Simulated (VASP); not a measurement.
Write the native input for VASP 6.6.1 that does the following.

| Item | Value |
| --- | --- |
| Task | single point |
| Functional | PBE |
| Potentials or basis | VASP PAW PBE potentials, release 64 (Co, Si) |
| Cutoff | 520 eV |
| k mesh | 10 × 10 × 10 |
| Occupations | fermi-dirac, width 0.05 eV |
| Spin | collinear spin, ferromagnetic start |
| Starting moments | [2.0, 0.0] μB |
| Dipole correction | no |
| Further INCAR settings | ALGO = Normal; EDIFF = 1e-07; NBANDS = 18 |

The structure of CoSi lies in POSCAR:

```
CoSi
1.0
    2.7997539673      0.0000000000      0.0000000000
    0.0000000000      2.7997539673      0.0000000000
    0.0000000000      0.0000000000      2.7997539673
Co Si
1 1
Direct
    0.0000000000      0.0000000000      0.0000000000
    0.5000000000      0.5000000000      0.5000000000
```

This cell differs from its parent crystal: volume scaled by 1.02.

The input as run:

INCAR

```
SYSTEM = CoSi
ALGO     = Normal         ! electronic algorithm
EDIFF    = 1E-7           ! SCF threshold, eV
ENCUT    = 520            ! plane-wave cutoff, eV
GGA      = PE             ! functional
ISIF     = 2              ! what is computed and relaxed
ISMEAR   = -1             ! smearing method
ISPIN    = 2              ! spin polarisation
LASPH    = .TRUE.         ! aspherical terms in the spheres
LCHARG   = .TRUE.         ! write CHGCAR
LELF     = .TRUE.         ! ELF
LMAXMIX  = 4              ! l up to which the mixer works
LORBIT   = 11             ! projections on sites
LREAL    = .FALSE.        ! projectors in reciprocal space
LVHAR    = .TRUE.       
LWAVE    = .FALSE.        ! write WAVECAR
MAGMOM   = 2 0            ! initial moments
NBANDS   = 18             ! bands
NELM     = 150            ! most SCF steps
PREC     = Accurate       ! precision mode
SIGMA    = 0.05           ! smearing width, eV
```

KPOINTS

```
k-points
0
G
  10 10 10
  0 0 0
```

Potentials or basis: VASP PAW PBE potentials, release 64 (Co, Si).

Run with:

```bash
$ cat potpaw_PBE.64/Co/POTCAR potpaw_PBE.64/Si/POTCAR > POTCAR
$ mpirun -np 1 vasp_std > vasp.out
```

It gave:

```
Pressure                                              : -3.5 GPa
Net moment                                            : 0.55 μB per cell
Site moments                                          : Co +0.56; Si +0.01 μB
Valence electrons inside the program's atomic spheres : Co 8.56; Si 1.56
```

It took 21 s on 1 thread of Intel(R) Xeon(R) 6975P-C (Granite Rapids) (shared host), peak memory 0.17 GiB.
